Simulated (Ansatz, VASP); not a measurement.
## Cu: VASP beside Ansatz

File INCAR:

```
SYSTEM = Cu
PREC = Accurate ; ENCUT = 600
EDIFF = 1E-7 ; ISMEAR = -1
SIGMA = 0.05 ; LREAL = .False.
LASPH = .True. ; NELM = 120
ALGO = Normal ; ISIF = 3
LWAVE = .False. ; LCHARG = .False.
GGA = RE ; IVDW = 13
IBRION = 2 ; NSW = 80
EDIFFG = -0.02 ; GGA_COMPAT = .False.
NELMIN = 4
```

File KPOINTS:

```
regular mesh
0
Gamma
  13 13 13
  0 0 0
```

File POSCAR:

```
Cu
1.0
    0.0000000000      1.8075000000      1.8075000000
    1.8075000000      0.0000000000      1.8075000000
    1.8075000000      1.8075000000      0.0000000000
Cu
1
Direct
    0.0000000000      0.0000000000      0.0000000000
```

File input.yaml:

```yaml
crystal:
  lattice:
    - [0.0, 1.8075, 1.8075]
    - [1.8075, 0.0, 1.8075]
    - [1.8075, 1.8075, 0.0]
  atoms:
    - { symbol: Cu, position: [0.0, 0.0, 0.0] }
kpoints:
  mp_grid: { grid: [13, 13, 13] }
scf:
  occupations: { method: fermi_dirac, width: 0.05 }
hamiltonian:
  xc: revpbe
  dispersion: d4
  pseudopotentials: { kind: all_electron, lapw: { basis_error: 0.001 } }
output:
  forces: true
  stress: true
relax:
  f_tol: 0.02
  max_steps: 60
  cell: {}
```

Alike in both runs: task relaxation of cell and atoms; functional revPBE; dispersion D4; k mesh 13 × 13 × 13; occupations fermi-dirac, width 0.05 eV; no spin polarisation.

|  | VASP | Ansatz |
| --- | --- | --- |
| version | VASP 6.6.1 | Ansatz 0.2.0 |
| potentials or method | VASP PAW PBE potentials, release 64 (Cu), cutoff 600 eV | all-electron LAPW, scalar-relativistic |

Ansatz gave:

```
relaxed volume (Å³/atom)                                     : 11.22
relaxed cell length with the largest relative difference (Å) : 2.513
```

Problem. Estimate VASP's values.

Solution. Relaxed volume (Å³/atom): 11.26; relaxed cell length with the largest relative difference (Å): 2.516.

VASP's potentials were made for PBE, not for revPBE. Ansatz ran all-electron here, and VASP with PAW potentials.
